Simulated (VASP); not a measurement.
Input of a VASP 6.6.1 run:

INCAR

```
PREC     = Accurate       # precision mode
ENCUT    = 520            # plane-wave cutoff, eV
EDIFF    = 1E-7           # SCF threshold, eV
ISMEAR   = 0              # smearing method
SIGMA    = 0.15           # smearing width, eV
LREAL    = F              # projectors in reciprocal space
LASPH    = T              # aspherical terms in the spheres
NELM     = 60             # most SCF steps
ALGO     = Fast           # electronic algorithm
ISIF     = 2              # what is computed and relaxed
LWAVE    = F              # write WAVECAR
LCHARG   = F              # write CHGCAR
NBANDS   = 10             # bands
```

File KPOINTS:

```
Automatic mesh
0
Gamma
  18 18 10
```

File POSCAR:

```
Al
1.0
    2.8445000000      0.0000000000      0.0000000000
   -1.4222500000      2.4634092611      0.0000000000
    0.0000000000      0.0000000000      4.9205000000
Al
2
Direct
    0.6666666667      0.3333333333      0.7500000000
    0.3333333333      0.6666666667      0.2500000000
```

Potentials or basis: VASP PAW LDA potentials, release 64 (Al).

The run is started by

```bash
$ cat potpaw_LDA.64/Al/POTCAR > POTCAR
$ mpirun -np 1 vasp_std > vasp.out
```

(1) What does it give for the pressure?

(2) Predict the band gap on the k mesh.

## Answers

(1) -5.0 GPa.

(2) zero (band 3 reaches 10.96 eV, above the bottom of band 4 at 4.28 eV).
